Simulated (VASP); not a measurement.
Write the native input for VASP 6.6.1 that does the following.

```
Task                   : single point
Functional             : BLYP
Potentials or basis    : VASP PAW PBE potentials, release 64 (Zn)
Cutoff                 : 520 eV
k mesh                 : 22 × 22 × 22
Occupations            : fermi-dirac, width 0.1 eV
Spin                   : no spin polarisation
Dipole correction      : no
Further INCAR settings : ALGO = Normal; EDIFF = 1e-06; NBANDS = 12
```

The structure of Zn lies in POSCAR:

```
Zn
1.0
   -1.6320057521      1.6320057521      1.6320057521
    1.6320057521     -1.6320057521      1.6320057521
    1.6320057521      1.6320057521     -1.6320057521
Zn
1
Direct
    0.0000000000      0.0000000000      0.0000000000
```

These files were run (other wordings do the same):

INCAR

```
SYSTEM = Zn
AGGAC = 1.0 ; AGGAX = 1.0
ALDAC = 0.0 ; ALDAX = 1.0
ALGO = Normal ; EDIFF = 1E-6
ENCUT = 520 ; GGA = B5
ISIF = 2 ; ISMEAR = -1
LASPH = .TRUE. ; LCHARG = .FALSE.
LREAL = .FALSE. ; LWAVE = .FALSE.
NBANDS = 12 ; NELM = 60
PREC = Accurate ; SIGMA = 0.1
```

KPOINTS

```
k-points
0
G
  22 22 22
  0 0 0
```

Potentials or basis: VASP PAW PBE potentials, release 64 (Zn).

Launch:

```bash
$ cat potpaw_PBE.64/Zn/POTCAR > POTCAR
$ mpirun -np 1 vasp_std > vasp.out
```

Results of the run:

```json
{"Pressure": "0.0 GPa", "Band gap on the k mesh": "zero (band 6 reaches 6.69 eV, above the bottom of band 7 at 1.43 eV)"}
```

Caveat: the PAW data sets were made with another functional, which shifts forces and pressure a little.

Run time: 18 s on 1 thread of Intel(R) Xeon(R) 6975P-C (Granite Rapids), on a shared host, peak memory 0.19 GiB.
